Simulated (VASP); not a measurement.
CuSi16 (a cell with a defect), 17 atoms in the cell. The cell holds a defect, 17 atoms: a = 7.679 Å, b = 7.679 Å, c = 7.679 Å, α = 60.00°, β = 60.00°, γ = 60.00°. 

```yaml
Program: VASP 6.6.1
Task: single point
Functional: PBE
Potentials_or_basis: VASP PAW PBE potentials, release 64 (Si, Cu)
Cutoff: 520 eV
k_mesh: 2 × 2 × 2
Occupations: fermi-dirac, width 0.02 eV
Spin: collinear spin, zero start
Starting_moments: "[0.0, 0.0, 0.0, 0.0, 0.0, 0.0, 0.0, 0.0, 0.0, 0.0, 0.0, 0.0, 0.0, 0.0, 0.0, 0.0, 0.0] μB"
Dipole_correction: no
Further_INCAR_settings: LREAL = Auto; ALGO = Normal; EDIFF = 1e-06; NBANDS = 56
```

Potentials or basis: VASP PAW PBE potentials, release 64 (Si, Cu).

The run is started by

```sh
$ cat potpaw_PBE.64/Si/POTCAR potpaw_PBE.64/Cu/POTCAR > POTCAR
$ mpirun -np 1 vasp_std > vasp.out
```

Hardware: 1 thread of Intel(R) Xeon(R) 6975P-C (Granite Rapids), with other jobs on the host.

Question: Estimate the wall time of this run.

Answer: Wall time 9.4 min on 1 thread of Intel(R) Xeon(R) 6975P-C (Granite Rapids), with other jobs on the host, peak memory 0.72 GiB. Counts: scf iterations 24, k points 8.
